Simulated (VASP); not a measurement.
# Sn in VASP: single point with PBEsol

Aim: the single point of Sn with PBEsol.

Program: VASP 6.6.1. These are calculated values, not measurements. Logs are shortened: lines on timing, memory, paths and dates and some standing lists are left out, and cuts for length are marked.

**1. The cell of the first run**

The typed cell holds 1 atom: a = 3.254 Å, b = 3.254 Å, c = 3.254 Å, α = 116.62°, β = 106.02°, γ = 106.02°.

**2. Single point, PBEsol**

INCAR

```
  PREC = Accurate
  ENCUT = 520
  EDIFF = 1E-7
  ISMEAR = 0
  SIGMA = 0.15
  LREAL = False
  LASPH = True
  NELM = 80
  ALGO = Fast
  ISIF = 2
  LWAVE = False
  LCHARG = False
  GGA = PS
  NBANDS = 13
```

KPOINTS

```
regular mesh
0
Gamma
  12 12 12
```

POSCAR

```
Sn
1.0
   -1.7113555698      1.9572829098      1.9566154758
    1.7091708735     -1.9572517611      1.9593826254
    1.7097349374      1.9584317545     -1.9565754395
Sn
1
Direct
    0.0000000000      0.0000000000      0.0000000000
```

Potentials or basis: VASP PAW PBE potentials, release 64 (Sn_d).

On the command line:

```
$ cat potpaw_PBE.64/Sn_d/POTCAR > POTCAR
$ mpirun -np 1 vasp_std > vasp.out
```

OUTCAR:

```text
PREC = Accurate
   ENCUT = 520
   EDIFF = 1E-7
   ISMEAR = 0
   LREAL = False
   LASPH = True
   NELM = 80
   ISIF = 2
   GGA = PS

 ion  position               nearest neighbor table
   1  0.000  0.000  0.000-

  LATTYP: Found a triclinic cell.
 ALAT       =     3.2539266119
 B/A-ratio  =     1.2033814732
 C/A-ratio  =     1.0507019902
 COS(alpha) =     0.0000687329
 COS(beta)  =     0.5252339807
 COS(gamma) =     0.6017379232

  Lattice vectors:

 A1 = (  -1.7113555698,   1.9572829098,   1.9566154758)
 A2 = (  -0.0016206324,   3.9157146643,   0.0000400363)
 A3 = (  -3.4189058109,  -0.0011799934,  -0.0028071859)

Analysis of symmetry for initial positions (statically):
=====================================================================
 Subroutine PRICEL returns:
 Original cell was already a primitive cell.

 Routine SETGRP: Setting up the symmetry group for a
 triclinic supercell.

 Subroutine GETGRP returns: Found  2 space group operations
 (whereof  2 operations were pure point group operations)
 out of a pool of  2 trial point group operations.

The static configuration has the point symmetry S_2 .

Analysis of symmetry for dynamics (positions and initial velocities):
=====================================================================
 Subroutine PRICEL returns:
 Original cell was already a primitive cell.

 Routine SETGRP: Setting up the symmetry group for a
 triclinic supercell.

 Subroutine GETGRP returns: Found  2 space group operations
 (whereof  2 operations were pure point group operations)
 out of a pool of  2 trial point group operations.

The dynamic configuration has the point symmetry S_2 .

 Subroutine INISYM returns: Found  2 space group operations
 (whereof  2 operations are pure point group operations),
 and found     1 'primitive' translations

----------------------------------------------------------------------------------------

                                     Primitive cell

  volume of cell :      26.2126

  direct lattice vectors                    reciprocal lattice vectors
    -1.711355570  1.957282910  1.956615476    -0.000297811  0.255378489  0.255360541
     1.709170873 -1.957251761  1.959382625     0.292281393  0.000118357  0.255525799
     1.709734937  1.958431755 -1.956575439     0.292402924  0.255502241  0.000161096

  length of vectors
     3.253926612  3.254424650  3.253741837     0.361147155  0.388229134  0.388305152

[... 86 lines left out ...]
   POTIM  = 0.5000    time-step for ionic-motion
   TEBEG  =    0.0;   TEEND  =   0.0 temperature during run
   PSTRESS=    0.0 pullay stress
   NELECT =      14.0000    total number of electrons
   NUPDOWN=      -1.0000    fix difference up-down
   EMIN   =  10.00;   EMAX   =-10.00  energy-range for DOS
   EFERMI =   0.00;   METHOD = LEGACY
   ISMEAR =     0;   SIGMA  =   0.15  broadening in eV -4-tet -1-fermi 0-gaus
   EFERMI_NEDOS =   21; number of points for ismear=-14 and -15
   IALGO  =     68    algorithm
   IMIX   =      4    mixing-type and parameters
     AMIX     =   0.40;   BMIX     =  1.00
     AMIX_MAG =   1.60;   BMIX_MAG =  1.00
  volume/ion in A,a.u.               =      26.21       176.89
  Fermi-wavevector in a.u.,A,eV,Ry     =   1.328252  2.510033 24.004131  1.764254
  Thomas-Fermi vector in A             =   2.457504
   LORBIT       =      0    0 simple, 1 ext, 2 COOP (PROOUT), +10 PAW based schemes
   GGA     = PS    functional components
   LHFCALC =     F    Hartree Fock is set to
   AEXX    =    0.0000 exact exchange contribution
   IVDW    =     0    specifies the selected vdW correction
   LEPSILON=     F    determine dielectric tensor
   LRPA    =     F    only Hartree local field effects (RPA)
 non-spin polarized calculation
 RMM-DIIS sequential band-by-band and
 Gauss-broadening in eV      SIGMA  =   0.15
  energy-cutoff  :      520.00
  volume of cell :       26.21
 maximum number of plane-waves:       742
   NGX = 13   NGY = 13   NGZ = 13

 number of electron      14.0000002 magnetization

 Free energy of the ion-electron system (eV)
  ---------------------------------------------------
  ext. energy  EPLUGINS =         0.00000000
  ---------------------------------------------------
  free energy    TOTEN  =        -4.23895138 eV

  energy without entropy =       -4.23133476  energy(sigma->0) =       -4.23514307

 E-fermi :   8.3618     XC(G=0): -10.6724

 val. band max:        8.3499824964   @ k =   0.1667  -0.4167   0.1667
 cond. band min:       8.3946775973   @ k =   0.2500   0.1667   0.3333
 fundamental gap:      0.0446951009
 Fermi energy:         8.3618212538

 k-point     1 :       0.0000    0.0000    0.0000
  band No.  band energies     occupation
      1     -13.1183      2.00000
      2     -13.0624      2.00000
      3     -13.0624      2.00000
      4     -12.9915      2.00000
      5     -12.9107      2.00000
      6      -3.0052      2.00000
      7      15.9509      0.00000
      8      15.9515      0.00000
      9      17.5281      0.00000
     10      19.6295      0.00000
     11      20.6177      0.00000
     12      20.6189      0.00000
     13      20.8857      0.00000
[... 354 lines left out ...]
  band No.  band energies     occupation
      1     -13.0934      2.00000
      2     -13.0652      2.00000
      3     -12.9887      2.00000
      4     -12.9534      2.00000
      5     -12.8656      2.00000
      6       1.1236      2.00000
      7       4.0060      2.00000
      8      12.4851      0.00000
      9      14.7829      0.00000
     10      18.8558      0.00000
     11      19.8356      0.00000
     12      20.9731      0.00000
     13      22.3941      0.00000

 [... further k-points ...]

------------------------ aborting loop because EDIFF is reached ----------------------------------------

  FORCE on cell =-STRESS in cart. coord.  units (eV):
  Direction    XX          YY          ZZ          XY          YZ          ZX
  --------------------------------------------------------------------------------------
  -------------------------------------------------------------------------------------
  Total        0.0490865      0.0158576      0.0156635     -0.0000084     -0.0000510      0.0001018
  in kB        3.0002817      0.9692556      0.9573864     -0.0005163     -0.0031148      0.0062243
  external PRESSURE =       1.6423079 kB  Pullay stress =       0.0000000 kB

 VOLUME and BASIS-vectors are now :
 -----------------------------------------------------------------------------
  energy-cutoff  :      520.00
  volume of cell :       26.21
      direct lattice vectors                 reciprocal lattice vectors
    -1.711355570  1.957282910  1.956615476    -0.000297811  0.255378489  0.255360541
     1.709170873 -1.957251761  1.959382625     0.292281393  0.000118357  0.255525799
     1.709734937  1.958431755 -1.956575439     0.292402924  0.255502241  0.000161096

 POSITION                                       TOTAL-FORCE (eV/Angst)
 -----------------------------------------------------------------------------------
      0.00000      0.00000      0.00000         0.000000      0.000000      0.000000
 -----------------------------------------------------------------------------------
    total drift:                                0.000000      0.000000      0.000000

  FREE ENERGIE OF THE ION-ELECTRON SYSTEM (eV)
  ---------------------------------------------------
  free  energy   TOTEN  =        -4.2389513838 eV

  energy  without entropy=       -4.2313347563  energy(sigma->0) =       -4.23514307
```

OSZICAR:

```text
N       E                     dE             d eps       ncg     rms          rms(c)
DAV:   1     0.803102028867E+02    0.80310E+02   -0.71564E+03 23315   0.163E+03
DAV:   2     0.132697668116E+01   -0.78983E+02   -0.76474E+02 24108   0.341E+02
DAV:   3    -0.414707233201E+01   -0.54740E+01   -0.54502E+01 26834   0.729E+01
DAV:   4    -0.425707841398E+01   -0.11001E+00   -0.10998E+00 26415   0.110E+01
DAV:   5    -0.426082221879E+01   -0.37438E-02   -0.37437E-02 29217   0.198E+00    0.145E+00
RMM:   6    -0.424417224059E+01    0.16650E-01   -0.15138E-02 28585   0.165E+00    0.813E-01
RMM:   7    -0.423915456618E+01    0.50177E-02   -0.10426E-02 28245   0.123E+00    0.123E-01
RMM:   8    -0.423891632329E+01    0.23824E-03   -0.96578E-04 31844   0.430E-01    0.307E-02
RMM:   9    -0.423894818278E+01   -0.31859E-04   -0.33438E-04 35470   0.167E-01    0.257E-02
RMM:  10    -0.423895013223E+01   -0.19495E-05   -0.44251E-05 30233   0.957E-02    0.104E-02
RMM:  11    -0.423895101447E+01   -0.88224E-06   -0.22714E-05 35536   0.495E-02    0.467E-03
RMM:  12    -0.423895141171E+01   -0.39723E-06   -0.47586E-06 36449   0.201E-02    0.268E-03
RMM:  13    -0.423895138378E+01    0.27924E-07   -0.49579E-07 22838   0.628E-03
   1 F= -.42389514E+01 E0= -.42351431E+01  d E =-.761663E-02
```

Run time: 99 s. Hardware: 1 thread of Intel Xeon Platinum 8559C (Emerald Rapids), shared host; peak memory 0.37 GiB.

Results:

```
Free energy            : -4.2390 eV
Pressure               : 0.2 GPa
Band gap on the k mesh : zero (bands 7 and 8 overlap by 9.90 eV)
```

Caveat: the PAW data sets were made with another functional, which shifts forces and pressure a little; spin-orbit coupling is left out, which moves the levels of the heavy elements.
